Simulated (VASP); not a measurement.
A run of VASP 6.6.1:

Contents of INCAR:

```
SYSTEM = AlV
PREC = Accurate ; ENCUT = 520
EDIFF = 1E-6 ; ISMEAR = 0
SIGMA = 0.1 ; LREAL = .FALSE.
LASPH = .TRUE. ; NELM = 60
ALGO = Fast ; ISIF = 2
LWAVE = .FALSE. ; LCHARG = .FALSE.
GGA = PS ; NBANDS = 24
```

File KPOINTS:

```
regular mesh
0
G
  12 10 10
  0 0 0
```

File POSCAR:

```
AlV
1.0
    3.5610383171      0.0000000000      0.0000000000
    0.0000000000      4.0062702740      0.0000000000
    0.0000000000      0.0000000000      4.1178089945
Al V
2 2
Direct
    0.0000000000      0.0000000000      0.0000000000
    0.5000000000      0.5000000000      0.0000000000
    0.5000000000      0.0000000000      0.5000000000
    0.0000000000      0.5000000000      0.5000000000
```

Potentials or basis: VASP PAW PBE potentials, release 64 (Al, V_sv).

The run is started by

```sh
$ cat potpaw_PBE.64/Al/POTCAR potpaw_PBE.64/V_sv/POTCAR > POTCAR
$ mpirun -np 1 vasp_std > vasp.out
```

Hardware: 1 thread of Intel(R) Xeon(R) 6975P-C (Granite Rapids), with other jobs on the host.

Question: Estimate the wall time of this run.

Answer: It took 2.4 min on 1 thread of Intel(R) Xeon(R) 6975P-C (Granite Rapids) (shared host), peak memory 0.39 GiB. Counts: scf iterations 16, k points 252.
